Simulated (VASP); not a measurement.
Input of a VASP 6.6.1 run:

File INCAR:

```
SYSTEM = AgC2
PREC = Accurate
ENCUT = 600
EDIFF = 1E-6
ISMEAR = 0
SIGMA = 0.2
LREAL = .False.
LASPH = .True.
NELM = 120
ALGO = Normal
ISIF = 2
LWAVE = .False.
LCHARG = .False.
GGA = PE
NBANDS = 28
GGA_COMPAT = .False.
```

File KPOINTS:

```
regular mesh
0
Gamma
  5 5 2
  0 0 0
```

Contents of POSCAR:

```
AgC2
1.0
    2.7454995455      0.0000000000      0.0000000000
    0.0000000000      2.7454995455      0.0000000000
    0.0000000000      0.0000000000      8.4618606963
Ag C
2 4
Direct
    0.0000000000      0.5000000000      0.6444688428
    0.5000000000      0.0000000000      0.3555311572
    0.5000000000      0.0000000000      0.8016416933
    0.0000000000      0.5000000000      0.1983583067
    0.0000000000      0.5000000000      1.0368129807
    0.5000000000      0.0000000000     -0.0368129807
```

Potentials or basis: VASP PAW PBE potentials, release 64 (Ag, C).

Command:

```console
$ cat potpaw_PBE.64/Ag/POTCAR potpaw_PBE.64/C/POTCAR > POTCAR
$ mpirun -np 1 vasp_std > vasp.out
```

(1) Estimate the band gap on the k mesh.

(2) Estimate the pressure.

Results:

(1) zero (bands 19 and 20 overlap by 1.63 eV).

(2) -0.6 GPa.

Caveat: the k points lie up to 0.46 Å⁻¹ apart, too coarse for converged energies and pressures of a metal.
